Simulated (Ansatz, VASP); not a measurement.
SiC in VASP and in Ansatz

```
Si C
1.0
     0.00000    2.27870    2.27870
     2.27870    0.00000    2.27870
     2.16173    2.16173    0.11697
Si C
1 1
Cartesian
  0.0000 0.0000 0.0000
  3.3303 3.3303 3.5058
```

Alike in both runs: task single point; functional PBE; k mesh 12 × 12 × 12; occupations gaussian, width 0.05 eV; no spin polarisation.

```csv
,VASP,Ansatz
version,VASP 6.6.1,Ansatz 0.2.0
potentials or method,"VASP PAW PBE potentials, release 64 (Si, C), cutoff 520 eV","scalar-relativistic, plane waves, PAW"
valence electrons in the cell,8,8
```

VASP gave:

* gap on the k mesh at the Fermi level (eV): 1.11
* least direct gap on the mesh (eV): 3.93
* pressure (GPa): -5.9
* traceless stress, the component that is largest in VASP (GPa): 13.47
* rms of the force components (eV/Å): 0.490

Estimate Ansatz's values.

gap on the k mesh at the Fermi level (eV): 1.12; least direct gap on the mesh (eV): 3.94; pressure (GPa): -5.9; traceless stress, the component that is largest in VASP (GPa): 13.42; rms of the force components (eV/Å): 0.491.

Atom by atom the forces differ by 0.001 eV/Å (rms over components). The functional is the same, so the differences come from potentials, cutoffs and numerics.
